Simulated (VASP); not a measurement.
Input of a VASP 6.6.1 run:

INCAR

```
PREC     = Accurate       # precision mode
ENCUT    = 520            # plane-wave cutoff, eV
EDIFF    = 1E-6           # SCF threshold, eV
ISMEAR   = -1             # smearing method
SIGMA    = 0.05           # smearing width, eV
LREAL    = False          # projectors in reciprocal space
LASPH    = True           # aspherical terms in the spheres
NELM     = 60             # most SCF steps
ALGO     = Normal         # electronic algorithm
ISIF     = 2              # what is computed and relaxed
LWAVE    = False          # write WAVECAR
LCHARG   = False          # write CHGCAR
GGA      = PE             # functional
NBANDS   = 17             # bands
```

File KPOINTS:

```
regular mesh
0
Gamma
  8 8 8
```

Contents of POSCAR:

```
MoSe
1.0
    0.0000000000      2.8734636263      2.8734636263
    2.8734636263      0.0000000000      2.8734636263
    2.8734636263      2.8734636263      0.0000000000
Mo Se
1 1
Direct
    0.0000000000      0.0000000000      0.0000000000
    0.5000000000      0.5000000000      0.5000000000
```

Potentials or basis: VASP PAW PBE potentials, release 64 (Mo_sv, Se).

Run with:

```bash
$ cat potpaw_PBE.64/Mo_sv/POTCAR potpaw_PBE.64/Se/POTCAR > POTCAR
$ mpirun -np 1 vasp_std > vasp.out
```

(1) Predict the pressure.

(2) Estimate the band gap on the k mesh.

Results:

(1) -19.9 GPa.

(2) zero (band 10 reaches 6.22 eV, above the bottom of band 11 at 4.97 eV).
